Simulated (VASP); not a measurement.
## SiC: single point with PBE

The system is SiC.

```xyz
8
Lattice="0.0000 4.3540 4.3540 4.3540 0.0000 4.3540 2.1770 2.1770 0.0000" Properties=species:S:1:pos:R:3 pbc="T T T"
Si    1.0809    1.1658    1.1359
Si    3.2138    1.0464    3.2325
Si    1.0849    3.2244    3.2518
Si    3.2796    3.2510    5.4291
C    -0.0160   -0.0355    0.0278
C     2.1544   -0.0320    2.1386
C     0.0226    2.0755    2.1202
C     2.1582    2.1839    4.3313
```

```yaml
Program: VASP 6.6.1
Task: single point
Functional: PBE
Potentials_or_basis: VASP PAW PBE potentials, release 64 (Si, C)
Cutoff: 600 eV
k_mesh: 1 × 1 × 1
Occupations: gaussian, width 0.01 eV
Spin: no spin polarisation
```

* Pressure: 18.8 GPa
* Largest force: 4.917 eV/Å

Forces on the atoms (eV/Å):
```
Si   0.646 -3.549 -3.341
Si   0.968  0.315 -0.350
Si  -0.409  0.143 -0.075
Si  -0.681  0.039 -1.148
C    0.278  1.857  0.554
C    0.347 -0.984  1.206
C   -1.311  2.049  1.823
C    0.164  0.131  1.330
```

Stress tensor (GPa, compression positive):
```
21.10  7.03 -2.47
 7.03 20.35  1.49
-2.47  1.49 14.95
```

Levels at points of the mesh, in eV from the Fermi level:
| k point | band 12 | band 13 | band 14 | band 15 | band 16 | band 17 | band 18 | band 19 | band 20 | band 21 |
| --- | --- | --- | --- | --- | --- | --- | --- | --- | --- | --- |
| (0.00, 0.00, 0.00) | -1.54 | -1.26 | -0.52 | -0.31 | -0.06 | 0.34 | 3.33 | 4.56 | 4.62 | 5.72 |

Run time: 13 s on 1 thread of AMD EPYC 7R43 64-Core Processor (Zen 3), on a shared host, peak memory 0.19 GiB.

Caveat: the k points lie up to 2.04 Å⁻¹ apart; forces of over 1 eV/Å act on the atoms, so gaps and moduli don't describe the material at rest.
